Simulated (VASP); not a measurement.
Runs of VASP 6.6.1 on ZrN. Symmetry: Fm-3m, No. 225, cubic system. Conventional cell: a = 4.600 Å, b = 4.600 Å, c = 4.600 Å, α = 90.00°, β = 90.00°, γ = 90.00°. Zr (site symmetry m-3m) has 6 N at 2.30 Å within 3.0 Å. N (site symmetry m-3m) has 6 Zr at 2.30 Å within 3.0 Å. 

```tsv
k mesh	gap on the mesh (eV)	pressure (GPa)
5 × 5 × 5	none	-7.7
3 × 3 × 3	none	(a)
8 × 8 × 8	none	-7.4
4 × 4 × 4	none	-7.4
10 × 10 × 10	none	-7.6
```

Alike in all rows: task single point; level PBEsol; potentials or basis VASP PAW PBE potentials, release 64 (Zr_sv, N); no spin polarisation; cell as given; cutoff (eV) 600; smearing methfessel-paxton 0.05 eV.

**Question.** Fill in the values left out.

**Answer.** (a) -5.6.

Caveats: some runs use coarse meshes; the PAW data sets were made with another functional, which shifts forces and pressure a little.

A k mesh can miss the band edges, and the runs leave out spin-orbit coupling on Zr.

A gap of «none» marks levels without a gap at the run's occupations.
